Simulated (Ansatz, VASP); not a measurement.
**Mo in VASP and in Ansatz**

```xyz
1
Lattice="-1.5764 1.5764 1.5764 1.5764 -1.5764 1.5764 1.5764 1.5764 -1.5764" Properties=species:S:1:pos:R:3 pbc="T T T"
Mo    0.0000    0.0000    0.0000
```

Alike in both runs: task single point; functional r2SCAN; k mesh 14 × 14 × 14; occupations gaussian, width 0.01 eV; no spin polarisation.

```csv
,VASP,Ansatz
version,VASP 6.6.1,Ansatz 0.2.0
potentials or method,"VASP PAW PBE potentials, release 64 (Mo_sv), cutoff 520 eV","plane waves (500 eV) with PAW, scalar-relativistic"
valence electrons in the cell,14,14
```

VASP gave:

| Quantity | Value |
| --- | --- |
| pressure (GPa) | 1.3 |

Problem. Estimate Ansatz's values.

Solution. Pressure (GPa): 0.1.

VASP's potentials were made for PBE, not for r2SCAN. With one functional, cell and mesh, what is left measures potentials, basis and numerics.
